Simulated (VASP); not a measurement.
**Pt: single point with LDA**

The system is Pt.

```xyz
1
Lattice="0.0000 2.2487 1.3717 2.2487 0.0000 1.3717 2.2487 2.2487 0.0000" Properties=species:S:1:pos:R:3 pbc="T T T"
Pt    0.0000    0.0000    0.0000
```

This cell differs from its parent crystal: volume 13.872 Å^3 an atom, c/a of the conventional cell 0.6100.

```
Program             : VASP 6.6.1
Task                : single point
Functional          : LDA
Potentials or basis : VASP PAW LDA potentials, release 64 (Pt)
Cutoff              : 520 eV
k mesh              : 22 × 22 × 22
Occupations         : gaussian, width 0.15 eV
Spin                : no spin polarisation
```

* Pressure: 26.2 GPa
* Band gap on the k mesh: zero (band 5 reaches 13.77 eV, above the bottom of band 6 at 11.14 eV)

Stress tensor (GPa, compression positive):
```
30.77  0.00  0.00
 0.00 30.77  0.00
 0.00  0.00 17.10
```

Levels at points of the mesh, in eV from the Fermi level:
```
           k point  band 3  band 4  band 5  band 6  band 7  band 8
(0.00, 0.00, 0.00)   -3.70   -3.70   -2.83   -0.53   15.87   15.87
(0.50, 0.00, 0.00)   -1.65    0.10    0.20    1.06    7.96   12.68
(0.50, 0.50, 0.00)    0.39    0.39    0.89    6.29    6.29   11.19
(0.50, 0.00, 0.50)   -3.07   -1.46   -0.95    0.95    6.42   14.17
```

Run time: 54 s on 1 thread of Intel(R) Xeon(R) 6975P-C (Granite Rapids), on a shared host, peak memory 0.23 GiB.

Caveat: spin-orbit coupling is left out, which moves the levels of the heavy elements.
